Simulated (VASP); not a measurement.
# Ni3Pt (Pm-3m) in VASP: further runs

Ni3Pt is run at these levels: LDA; tasks: single point.

Program: VASP 6.6.1. These are calculated values, not measurements. Logs are shortened: lines on timing, memory, paths and dates and some standing lists are left out, and cuts for length are marked.

## 1. The cell of the first run

The structure is cubic, space group Pm-3m (No. 221). Conventional cell: a = 3.308 Å, b = 3.308 Å, c = 3.308 Å, α = 90.00°, β = 90.00°, γ = 90.00°. Ni (site symmetry 4/mmm) has 8 Ni at 2.34 Å and 4 Pt at 2.34 Å within 3.1 Å. Within 3.1 Å of Pt (site symmetry m-3m) lie 12 Ni at 2.34 Å.

## 2. Single point, LDA, collinear spin, ferromagnetic start (volume scaled by 0.76)

The input, INCAR:

```
SYSTEM = Ni3Pt
ALGO     = Normal         ! electronic algorithm
EDIFF    = 1E-7           ! SCF threshold, eV
ENCUT    = 520            ! plane-wave cutoff, eV
ISIF     = 2              ! what is computed and relaxed
ISMEAR   = -1             ! smearing method
ISPIN    = 2              ! spin polarisation
LASPH    = .True.         ! aspherical terms in the spheres
LCHARG   = .False.        ! write CHGCAR
LMAXMIX  = 4              ! l up to which the mixer works
LORBIT   = 11             ! projections on sites
LREAL    = .False.        ! projectors in reciprocal space
LWAVE    = .False.        ! write WAVECAR
MAGMOM   = 1.5 1.5 1.5 0.6 ! initial moments
NBANDS   = 32             ! bands
NELM     = 150            ! most SCF steps
PREC     = Accurate       ! precision mode
SIGMA    = 0.05           ! smearing width, eV
```

The input, KPOINTS:

```
k-points
0
Gamma
  9 9 9
  0 0 0
```

The input, POSCAR:

```
Ni3Pt
1.0
    3.3077090716      0.0000000000      0.0000000000
    0.0000000000      3.3077090716      0.0000000000
    0.0000000000      0.0000000000      3.3077090716
Ni Pt
3 1
Direct
    0.5000000000      0.0000000000      0.5000000000
    0.0000000000      0.5000000000      0.5000000000
    0.5000000000      0.5000000000      0.0000000000
    0.0000000000      0.0000000000      0.0000000000
```

Potentials or basis: VASP PAW LDA potentials, release 64 (Ni, Pt).

Launch:

```
$ cat potpaw_LDA.64/Ni/POTCAR potpaw_LDA.64/Pt/POTCAR > POTCAR
$ mpirun -np 1 vasp_std > vasp.out
```

OUTCAR:

```text
SYSTEM = Ni3Pt
   EDIFF = 1E-7
   ENCUT = 520
   ISIF = 2
   ISMEAR = -1
   ISPIN = 2
   LASPH = .True.
   LORBIT = 11
   LREAL = .False.
   NELM = 150
   PREC = Accurate

 ion  position               nearest neighbor table
   1  0.500  0.000  0.500-   2 2.34   3 2.34   4 2.34   3 2.34   4 2.34   2 2.34   3 2.34   3 2.34
                             2 2.34   4 2.34   4 2.34   2 2.34
   2  0.000  0.500  0.500-   1 2.34   3 2.34   4 2.34   3 2.34   4 2.34   1 2.34   4 2.34   4 2.34
                             1 2.34   3 2.34   3 2.34   1 2.34
   3  0.500  0.500  0.000-   1 2.34   2 2.34   4 2.34   1 2.34   2 2.34   1 2.34   4 2.34   1 2.34
                             2 2.34   4 2.34   2 2.34   4 2.34
   4  0.000  0.000  0.000-   1 2.34   2 2.34   3 2.34   1 2.34   2 2.34   2 2.34   3 2.34   2 2.34
                             1 2.34   3 2.34   1 2.34   3 2.34

  LATTYP: Found a simple cubic cell.
 ALAT       =     3.3077090716

  Lattice vectors:

 A1 = (   3.3077090716,   0.0000000000,   0.0000000000)
 A2 = (   0.0000000000,   3.3077090716,   0.0000000000)
 A3 = (   0.0000000000,   0.0000000000,   3.3077090716)

Analysis of symmetry for initial positions (statically):
=====================================================================
 Subroutine PRICEL returns:
 Original cell was already a primitive cell.

 Routine SETGRP: Setting up the symmetry group for a
 simple cubic supercell.

 Subroutine GETGRP returns: Found 48 space group operations
 (whereof 48 operations were pure point group operations)
 out of a pool of 48 trial point group operations.

The static configuration has the point symmetry O_h .

Analysis of symmetry for dynamics (positions and initial velocities):
=====================================================================
 Subroutine PRICEL returns:
 Original cell was already a primitive cell.

 Routine SETGRP: Setting up the symmetry group for a
 simple cubic supercell.

 Subroutine GETGRP returns: Found 48 space group operations
 (whereof 48 operations were pure point group operations)
 out of a pool of 48 trial point group operations.

The dynamic configuration has the point symmetry O_h .

Analysis of structural, dynamic, and magnetic symmetry:
=====================================================================
 Subroutine PRICEL returns:
 Original cell was already a primitive cell.

 Routine SETGRP: Setting up the symmetry group for a
 simple cubic supercell.

 Subroutine GETGRP returns: Found 48 space group operations
 (whereof 48 operations were pure point group operations)
 out of a pool of 48 trial point group operations.

The overall configuration has the point symmetry O_h .

 Subroutine INISYM returns: Found 48 space group operations
 (whereof 48 operations are pure point group operations),
 and found     1 'primitive' translations

----------------------------------------------------------------------------------------

                                     Primitive cell

  volume of cell :      36.1894

  direct lattice vectors                    reciprocal lattice vectors
     3.307709072  0.000000000  0.000000000     0.302324049  0.000000000  0.000000000
     0.000000000  3.307709072  0.000000000     0.000000000  0.302324049  0.000000000
     0.000000000  0.000000000  3.307709072     0.000000000  0.000000000  0.302324049

  length of vectors
     3.307709072  3.307709072  3.307709072     0.302324049  0.302324049  0.302324049

  position of ions in fractional coordinates (direct lattice)
     0.500000000  0.000000000  0.500000000
     0.000000000  0.500000000  0.500000000
     0.500000000  0.500000000  0.000000000
     0.000000000  0.000000000  0.000000000

  ion indices of the primitive-cell ions
   primitive index   ion index
                 1           1
                 2           2
                 3           3
                 4           4

----------------------------------------------------------------------------------------

 KPOINTS: k-points

Automatic generation of k-mesh.
 Grid dimensions read from file:
 generate k-points for:    9    9    9

 Generating k-lattice:

  Cartesian coordinates                     Fractional coordinates (reciprocal lattice)
     0.033591561  0.000000000  0.000000000     0.111111111  0.000000000  0.000000000
     0.000000000  0.033591561  0.000000000     0.000000000  0.111111111  0.000000000
     0.000000000  0.000000000  0.033591561     0.000000000  0.000000000  0.111111111

  Length of vectors
     0.033591561  0.033591561  0.033591561

  Shift w.r.t. Gamma in fractional coordinates (k-lattice)
     0.000000000  0.000000000  0.000000000

 Subroutine IBZKPT returns following result:
 ===========================================

 Found     35 irreducible k-points:

 Following reciprocal coordinates:
            Coordinates               Weight
  0.000000  0.000000  0.000000      1.000000
  0.111111  0.000000  0.000000      6.000000
  0.222222  0.000000  0.000000      6.000000
  0.333333  0.000000  0.000000      6.000000
  0.444444  0.000000  0.000000      6.000000
  0.111111  0.111111  0.000000     12.000000
[... 16 lines left out ...]
  0.333333  0.333333  0.111111     24.000000
  0.444444  0.333333  0.111111     48.000000
 [... further k-points ...]
   k-points           NKPTS =     35   k-points in BZ     NKDIM =     35   number of bands    NBANDS=     32
   number of dos      NEDOS =    301   number of ions     NIONS =      4
   total plane-waves  NPLWV =  21952
   dimension x,y,z NGX =    28 NGY =   28 NGZ =   28
   dimension x,y,z NGXF=    56 NGYF=   56 NGZF=   56
   ions per type =               3   1
   NGX,Y,Z   is equivalent  to a cutoff of  14.07, 14.07, 14.07 a.u.
   NGXF,Y,Z  is equivalent  to a cutoff of  28.15, 28.15, 28.15 a.u.
 SYSTEM =  Ni3Pt
   PREC   = accura    normal or accurate (medium, high low for compatibility)
   ISTART =      0    job   : 0-new  1-cont  2-samecut
   ICHARG =      2    charge: 1-file 2-atom 10-const
   ISPIN  =      2    spin polarized calculation?
   LNONCOLLINEAR =      F non collinear calculations
   LSORBIT =      F    spin-orbit coupling
   LASPH  =      T    aspherical Exc in radial PAW
   ENCUT  =  520.0 eV  38.22 Ry    6.18 a.u.   6.15  6.15  6.15*2*pi/ulx,y,z
   NELM   =    150;   NELMIN=  2; NELMDL= -5     # of ELM steps
   EDIFF  = 0.1E-06   stopping-criterion for ELM
   LREAL  =      F    real-space projection
   EDIFFG = 0.1E-05   stopping-criterion for IOM
   NSW    =      0    number of steps for IOM
   IBRION =     -1    ionic relax: 0-MD 1-quasi-New 2-CG
   NFREE  =      0    steps in history (QN), initial steepest desc. (CG)
   ISIF   =      2    stress and relaxation
   ISYM   =      2    0-nonsym 1-usesym 2-fastsym
   POTIM  = 0.5000    time-step for ionic-motion
   TEBEG  =    0.0;   TEEND  =   0.0 temperature during run
   PSTRESS=    0.0 pullay stress
   NELECT =      40.0000    total number of electrons
   NUPDOWN=      -1.0000    fix difference up-down
   EMIN   =  10.00;   EMAX   =-10.00  energy-range for DOS
   EFERMI =   0.00;   METHOD = LEGACY
   ISMEAR =    -1;   SIGMA  =   0.05  broadening in eV -4-tet -1-fermi 0-gaus
   EFERMI_NEDOS =   21; number of points for ismear=-14 and -15
   IALGO  =     38    algorithm
   IMIX   =      4    mixing-type and parameters
     AMIX     =   0.40;   BMIX     =  1.00
     AMIX_MAG =   1.60;   BMIX_MAG =  1.00
  volume/ion in A,a.u.               =       9.05        61.05
  Fermi-wavevector in a.u.,A,eV,Ry     =   1.692651  3.198647 38.981627  2.865069
  Thomas-Fermi vector in A             =   2.774199
   LORBIT       =     11    0 simple, 1 ext, 2 COOP (PROOUT), +10 PAW based schemes
   GGA     = CA    functional components
   LHFCALC =     F    Hartree Fock is set to
   AEXX    =    0.0000 exact exchange contribution
   IVDW    =     0    specifies the selected vdW correction
   LEPSILON=     F    determine dielectric tensor
   LRPA    =     F    only Hartree local field effects (RPA)
 spin polarized calculation
  energy-cutoff  :      520.00
  volume of cell :       36.19
 maximum number of plane-waves:       985
 NGX is ok and might be reduce to    28
   NGX = 13   NGY = 13   NGZ = 13

 number of electron      39.9999987 magnetization      -0.0014543

 number of electron      39.9999987 magnetization       0.0004736

 Free energy of the ion-electron system (eV)
  ---------------------------------------------------
  ext. energy  EPLUGINS =         0.00000000
  ---------------------------------------------------
  free energy    TOTEN  =       -25.22857484 eV

  energy without entropy =      -25.17656487  energy(sigma->0) =      -25.20256985

 E-fermi :  14.7933     XC(G=0): -15.3259

 val. band max:       14.7810152177   @ k =   0.1111   0.1111   0.0000
 cond. band min:      14.8126123507   @ k =   0.4444   0.2222   0.2222
 fundamental gap:      0.0315971330
 Fermi energy:        14.7933045332

 spin component 1

 k-point     1 :       0.0000    0.0000    0.0000
  band No.  band energies     occupation
      1       2.9031      1.00000
      2       6.1349      1.00000
      3       6.1349      1.00000
      4       7.6019      1.00000
      5       7.6019      1.00000
      6       7.6019      1.00000
[... 829 lines left out ...]
     31      33.2839      0.00000
     32      34.3127      0.00000

 [... further k-points ...]

 spin component 2

 k-point     1 :       0.0000    0.0000    0.0000
  band No.  band energies     occupation
      1       2.9031      1.00000
      2       6.1349      1.00000
      3       6.1349      1.00000
      4       7.6019      1.00000
      5       7.6019      1.00000
      6       7.6019      1.00000
[... 829 lines left out ...]
     31      33.2840      0.00000
     32      34.3127      0.00000

 [... further k-points ...]

------------------------ aborting loop because EDIFF is reached ----------------------------------------

  FORCE on cell =-STRESS in cart. coord.  units (eV):
  Direction    XX          YY          ZZ          XY          YZ          ZX
  --------------------------------------------------------------------------------------
  -------------------------------------------------------------------------------------
  Total       22.7357308     22.7357308     22.7357308     -0.0000000     -0.0000000      0.0000000
  in kB     1006.5551785   1006.5551785   1006.5551785     -0.0000000     -0.0000000      0.0000000
  external PRESSURE =    1006.5551785 kB  Pullay stress =       0.0000000 kB

 VOLUME and BASIS-vectors are now :
 -----------------------------------------------------------------------------
  energy-cutoff  :      520.00
  volume of cell :       36.19
      direct lattice vectors                 reciprocal lattice vectors
     3.307709072  0.000000000  0.000000000     0.302324049  0.000000000  0.000000000
     0.000000000  3.307709072  0.000000000     0.000000000  0.302324049  0.000000000
     0.000000000  0.000000000  3.307709072     0.000000000  0.000000000  0.302324049

 POSITION                                       TOTAL-FORCE (eV/Angst)
 -----------------------------------------------------------------------------------
      1.65385      0.00000      1.65385         0.000000      0.000000      0.000000
      0.00000      1.65385      1.65385         0.000000      0.000000      0.000000
      1.65385      1.65385      0.00000         0.000000      0.000000      0.000000
      0.00000      0.00000      0.00000         0.000000      0.000000      0.000000
 -----------------------------------------------------------------------------------
    total drift:                                0.000000      0.000000      0.000000

  FREE ENERGIE OF THE ION-ELECTRON SYSTEM (eV)
  ---------------------------------------------------
  free  energy   TOTEN  =       -25.2285748382 eV

  energy  without entropy=      -25.1765648714  energy(sigma->0) =      -25.20256985

 total charge

# of ion       s       p       d       tot
------------------------------------------
    1        0.612   0.806   8.584  10.003
    2        0.612   0.806   8.584  10.003
    3        0.612   0.806   8.584  10.003
    4        0.921   1.063   8.331  10.315
--------------------------------------------------
tot          2.757   3.482  34.084  40.323

 magnetization (x)

# of ion       s       p       d       tot
------------------------------------------
    1       -0.000  -0.000   0.000   0.000
    2       -0.000  -0.000   0.000   0.000
    3       -0.000  -0.000   0.000   0.000
    4        0.000  -0.000   0.000   0.000
--------------------------------------------------
tot          0.000  -0.000   0.000   0.000
```

Wall time 96 s (1 thread of Intel Xeon Platinum 8488C (Sapphire Rapids), shared host); peak memory 0.19 GiB.

Results:

| Property | Result |
| --- | --- |
| Free energy | -25.2286 eV |
| Pressure | 100.7 GPa |
| Band gap on the k mesh | zero (filled and empty bands overlap) |
| Net moment | 0.00 μB per cell |

Caveat: the starting moments collapsed, and a magnetic state may lie lower; spin-orbit coupling is left out, which moves the levels of the heavy elements.

## 3. Single point, LDA, collinear spin, ferromagnetic start (volume scaled by 0.82)

The input, INCAR:

```
SYSTEM = Ni3Pt
  ALGO = Normal
  EDIFF = 1E-6
  ENCUT = 520
  ISIF = 2
  ISMEAR = -1
  ISPIN = 2
  LASPH = .TRUE.
  LCHARG = .FALSE.
  LMAXMIX = 4
  LORBIT = 11
  LREAL = .FALSE.
  LWAVE = .FALSE.
  MAGMOM = 1.5 1.5 1.5 0.6
  NBANDS = 32
  NELM = 150
  PREC = Accurate
  SIGMA = 0.05
```

The input, KPOINTS:

```
k-points
0
G
  9 9 9
  0 0 0
```

The input, POSCAR:

```
Ni3Pt
1.0
    3.3925588581      0.0000000000      0.0000000000
    0.0000000000      3.3925588581      0.0000000000
    0.0000000000      0.0000000000      3.3925588581
Ni Pt
3 1
Direct
    0.5000000000      0.0000000000      0.5000000000
    0.0000000000      0.5000000000      0.5000000000
    0.5000000000      0.5000000000      0.0000000000
    0.0000000000      0.0000000000      0.0000000000
```

Potentials or basis: VASP PAW LDA potentials, release 64 (Ni, Pt).

Launch:

```
$ cat potpaw_LDA.64/Ni/POTCAR potpaw_LDA.64/Pt/POTCAR > POTCAR
$ mpirun -np 1 vasp_std > vasp.out
```

OUTCAR:

```text
SYSTEM = Ni3Pt
   EDIFF = 1E-6
   ENCUT = 520
   ISIF = 2
   ISMEAR = -1
   ISPIN = 2
   LASPH = .TRUE.
   LORBIT = 11
   LREAL = .FALSE.
   NELM = 150
   PREC = Accurate

 ion  position               nearest neighbor table
   1  0.500  0.000  0.500-   2 2.40   3 2.40   4 2.40   3 2.40   4 2.40   2 2.40   3 2.40   3 2.40
                             2 2.40   4 2.40   4 2.40   2 2.40
   2  0.000  0.500  0.500-   1 2.40   3 2.40   4 2.40   3 2.40   4 2.40   1 2.40   4 2.40   4 2.40
                             1 2.40   3 2.40   3 2.40   1 2.40
   3  0.500  0.500  0.000-   1 2.40   2 2.40   4 2.40   1 2.40   2 2.40   1 2.40   4 2.40   1 2.40
                             2 2.40   4 2.40   2 2.40   4 2.40
[... 1917 lines left out ...]
     0.000000000  3.392558858  0.000000000     0.000000000  0.294762756  0.000000000
     0.000000000  0.000000000  3.392558858     0.000000000  0.000000000  0.294762756

 POSITION                                       TOTAL-FORCE (eV/Angst)
 -----------------------------------------------------------------------------------
      1.69628      0.00000      1.69628         0.000000      0.000000      0.000000
      0.00000      1.69628      1.69628         0.000000      0.000000      0.000000
      1.69628      1.69628      0.00000         0.000000      0.000000      0.000000
      0.00000      0.00000      0.00000         0.000000      0.000000      0.000000
 -----------------------------------------------------------------------------------
    total drift:                                0.000000      0.000000      0.000000

  FREE ENERGIE OF THE ION-ELECTRON SYSTEM (eV)
  ---------------------------------------------------
  free  energy   TOTEN  =       -26.5860008827 eV

  energy  without entropy=      -26.5260332980  energy(sigma->0) =      -26.55601709

 total charge

# of ion       s       p       d       tot
------------------------------------------
    1        0.567   0.703   8.500   9.770
    2        0.567   0.703   8.500   9.770
    3        0.567   0.703   8.500   9.770
    4        0.866   0.940   8.224  10.030
--------------------------------------------------
tot          2.566   3.050  33.723  39.339

 magnetization (x)

# of ion       s       p       d       tot
------------------------------------------
    1       -0.000  -0.000   0.000   0.000
    2       -0.000  -0.000   0.000   0.000
    3       -0.000  -0.000   0.000   0.000
    4       -0.000  -0.000   0.000   0.000
--------------------------------------------------
tot         -0.000  -0.000   0.002   0.002
```

OSZICAR:

```text
N       E                     dE             d eps       ncg     rms          rms(c)
DAV:   1     0.277828564135E+03    0.27783E+03   -0.17562E+04  4848   0.176E+03
DAV:   2    -0.968428629159E+01   -0.28751E+03   -0.26728E+03  4544   0.345E+02
DAV:   3    -0.293235568173E+02   -0.19639E+02   -0.18987E+02  5136   0.107E+02
DAV:   4    -0.296667017055E+02   -0.34314E+00   -0.34284E+00  5120   0.140E+01
[... 18 lines left out ...]
DAV:  23    -0.265859936145E+02   -0.80138E-05   -0.23409E-05  5840   0.765E-02    0.162E-02
DAV:  24    -0.265859970612E+02   -0.34467E-05   -0.81640E-06  4632   0.493E-02    0.164E-02
DAV:  25    -0.265859949986E+02    0.20626E-05   -0.25737E-04  5104   0.298E-01    0.198E-02
DAV:  26    -0.265860016787E+02   -0.66801E-05   -0.52011E-05  5072   0.140E-01    0.185E-02
DAV:  27    -0.265860008827E+02    0.79596E-06   -0.92388E-06  4728   0.492E-02
   1 F= -.26586001E+02 E0= -.26556017E+02  d E =-.599676E-01  mag=    -0.0037
```

stdout:

```text
POSCAR found type information on POSCAR NiPt
 POSCAR found :  2 types and       4 ions
 scaLAPACK will be used
 LDA part: xc-table for (Slater(with rela. corr.)+CA(PZ))
 , standard interpolation
 POSCAR, INCAR and KPOINTS ok, starting setup
 FFT: planning ... GRIDC
 FFT: planning ... GRID_SOFT
 FFT: planning ... GRID
 WAVECAR not read
 entering main loop
```

Run time: 2.3 min. Hardware: 1 thread of Intel Xeon Platinum 8488C (Sapphire Rapids), shared host; peak memory 0.19 GiB.

What came out:

```
Free energy                                           : -26.5860 eV
Pressure                                              : 54.5 GPa
Band gap on the k mesh                                : zero (filled and empty bands overlap)
Net moment                                            : 0.00 μB per cell
Valence electrons inside the program's atomic spheres : Ni 9.77; Pt 10.03
```

Levels at points of the mesh, in eV from the Fermi level:
Spin up:
| k point | band 17 | band 18 | band 19 | band 20 | band 21 | band 22 | band 23 | band 24 |
| --- | --- | --- | --- | --- | --- | --- | --- | --- |
| (0.00, 0.00, 0.00) | 0.19 | 0.19 | 0.73 | 0.73 | 0.73 | 2.30 | 2.30 | 2.30 |
Spin down:
```csv
k point,band 18,band 19,band 20,band 21,band 22,band 23
"(0.00, 0.00, 0.00)",0.19,0.73,0.73,0.73,2.30,2.30
```

Caveat: the starting moments collapsed, and a magnetic state may lie lower; spin-orbit coupling is left out, which moves the levels of the heavy elements.
